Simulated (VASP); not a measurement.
# MgO (Fm-3m) in VASP: a series of runs, part 2 of 2

VASP 6.6.1. The steps go on from the part before.

## 4. Single point, PBE

INCAR

```
SYSTEM = MgO
PREC = Accurate
ENCUT = 520
EDIFF = 1E-6
ISMEAR = 0
SIGMA = 0.02
LREAL = .FALSE.
LASPH = .TRUE.
NELM = 80
ALGO = Normal
ISIF = 2
LWAVE = .FALSE.
LCHARG = .FALSE.
GGA = PE
NBANDS = 11
```

KPOINTS

```
Automatic mesh
0
G
  11 11 11
  0 0 0
```

POSCAR

```
MgO
1.0
    0.0000000000      2.0970013927      2.0970013927
    2.0970013927      0.0000000000      2.0970013927
    2.0970013927      2.0970013927      0.0000000000
Mg O
1 1
Direct
    0.0000000000      0.0000000000      0.0000000000
    0.5000000000      0.5000000000      0.5000000000
```

Potentials or basis: VASP PAW PBE potentials, release 64 (Mg, O).

Run with:

```
$ cat potpaw_PBE.64/Mg/POTCAR potpaw_PBE.64/O/POTCAR > POTCAR
$ mpirun -np 1 vasp_std > vasp.out
```

OUTCAR:

```text
SYSTEM = MgO
   PREC = Accurate
   ENCUT = 520
   EDIFF = 1E-6
   ISMEAR = 0
   LREAL = .FALSE.
   LASPH = .TRUE.
   NELM = 80
   ISIF = 2
   GGA = PE

 ion  position               nearest neighbor table
   1  0.000  0.000  0.000-   2 2.10   2 2.10   2 2.10   2 2.10   2 2.10   2 2.10
   2  0.500  0.500  0.500-   1 2.10   1 2.10   1 2.10   1 2.10   1 2.10   1 2.10

  LATTYP: Found a face centered cubic cell.
 ALAT       =     4.1940027854

  Lattice vectors:

 A1 = (   0.0000000000,   2.0970013927,   2.0970013927)
 A2 = (   2.0970013927,   0.0000000000,   2.0970013927)
 A3 = (   2.0970013927,   2.0970013927,   0.0000000000)

Analysis of symmetry for initial positions (statically):
=====================================================================
 Subroutine PRICEL returns:
 Original cell was already a primitive cell.

 Routine SETGRP: Setting up the symmetry group for a
 face centered cubic supercell.

 Subroutine GETGRP returns: Found 48 space group operations
 (whereof 48 operations were pure point group operations)
 out of a pool of 48 trial point group operations.

The static configuration has the point symmetry O_h .

Analysis of symmetry for dynamics (positions and initial velocities):
[... 174 lines left out ...]
      6      19.1572      0.00000
      7      19.1572      0.00000
      8      19.1572      0.00000
      9      23.1080      0.00000
     10      24.8974      0.00000
     11      24.8974      0.00000
[... 309 lines left out ...]
 k-point    24 :      -0.1818    0.1818    0.0000
  band No.  band energies     occupation
      1     -13.2441      2.00000
      2       0.4003      2.00000
      3       2.1552      2.00000
      4       2.9025      2.00000
      5      11.4462      0.00000
      6      15.4013      0.00000
      7      18.9006      0.00000
      8      21.3903      0.00000
      9      21.4227      0.00000
     10      24.6943      0.00000
     11      28.0453      0.00000

 [... further k-points ...]

------------------------ aborting loop because EDIFF is reached ----------------------------------------

  FORCE on cell =-STRESS in cart. coord.  units (eV):
  Direction    XX          YY          ZZ          XY          YZ          ZX
  --------------------------------------------------------------------------------------
  -------------------------------------------------------------------------------------
  Total        0.7113038      0.7113038      0.7113038     -0.0000000      0.0000000      0.0000000
  in kB       61.7930426     61.7930426     61.7930426     -0.0000000      0.0000000      0.0000000
  external PRESSURE =      61.7930426 kB  Pullay stress =       0.0000000 kB

 VOLUME and BASIS-vectors are now :
 -----------------------------------------------------------------------------
  energy-cutoff  :      520.00
  volume of cell :       18.44
      direct lattice vectors                 reciprocal lattice vectors
     0.000000000  2.097001393  2.097001393    -0.238435702  0.238435702  0.238435702
     2.097001393  0.000000000  2.097001393     0.238435702 -0.238435702  0.238435702
     2.097001393  2.097001393  0.000000000     0.238435702  0.238435702 -0.238435702

 POSITION                                       TOTAL-FORCE (eV/Angst)
 -----------------------------------------------------------------------------------
      0.00000      0.00000      0.00000         0.000000      0.000000      0.000000
      2.09700      2.09700      2.09700        -0.000000     -0.000000      0.000000
 -----------------------------------------------------------------------------------
    total drift:                               -0.000000     -0.000000      0.000000

  FREE ENERGIE OF THE ION-ELECTRON SYSTEM (eV)
  ---------------------------------------------------
  free  energy   TOTEN  =       -11.8976912185 eV

  energy  without entropy=      -11.8976912185  energy(sigma->0) =      -11.89769122
```

OSZICAR:

```text
N       E                     dE             d eps       ncg     rms          rms(c)
DAV:   1     0.132705420844E+02    0.13271E+02   -0.46555E+03  1392   0.651E+02
DAV:   2    -0.128753213555E+02   -0.26146E+02   -0.25571E+02  1427   0.133E+02
DAV:   3    -0.134593220006E+02   -0.58400E+00   -0.58366E+00  1483   0.173E+01
DAV:   4    -0.134606909654E+02   -0.13690E-02   -0.13689E-02  1352   0.948E-01
DAV:   5    -0.134606954174E+02   -0.44520E-05   -0.44520E-05  1445   0.525E-02    0.723E+00
DAV:   6    -0.119143360405E+02    0.15464E+01   -0.86964E+00  1280   0.163E+01    0.220E+00
DAV:   7    -0.119030976152E+02    0.11238E-01   -0.50267E-02  1346   0.206E+00    0.134E+00
DAV:   8    -0.118980003165E+02    0.50973E-02   -0.26241E-02  1283   0.183E+00    0.224E-01
DAV:   9    -0.118976841437E+02    0.31617E-03   -0.47876E-04  1421   0.154E-01    0.127E-01
DAV:  10    -0.118976896544E+02   -0.55107E-05   -0.42979E-04  1352   0.155E-01    0.822E-03
DAV:  11    -0.118976913640E+02   -0.17096E-05   -0.22446E-06  1439   0.126E-02    0.517E-03
DAV:  12    -0.118976912185E+02    0.14546E-06   -0.53614E-07   727   0.561E-03
   1 F= -.11897691E+02 E0= -.11897691E+02  d E =-.568102E-29
```

It took 10 s on 1 thread of AMD EPYC 7R13 (Zen 3), shared host; peak memory 0.11 GiB.

Results:

* Free energy: -11.8977 eV
* Pressure: 6.2 GPa
* Band gap on the k mesh: 4.85 eV, direct

Levels at points of the mesh, in eV from the valence-band top:
```
           k point  band 2  band 3  band 4  band 5  band 6  band 7
(0.00, 0.00, 0.00)    0.00    0.00    0.00    4.85   15.87   15.87
```

## 5. The runs side by side

| smearing | gap on the mesh (eV) | pressure (GPa) |
| --- | --- | --- |
| gaussian 0.03 eV | 4.85 | 6.2 |
| gaussian 0.029 eV | 4.85 | 6.2 |
| gaussian 0.02 eV | 4.85 | 6.2 |

Alike in all rows: task single point; level PBE; potentials or basis VASP PAW PBE potentials, release 64 (Mg, O); no spin polarisation; cell as given; k mesh 11 × 11 × 11; cutoff (eV) 520.

On the cell as given the gap runs from 4.85 eV (PBE) to 4.85 eV (PBE).

Absolute energies hang on the potentials; compare differences alone.
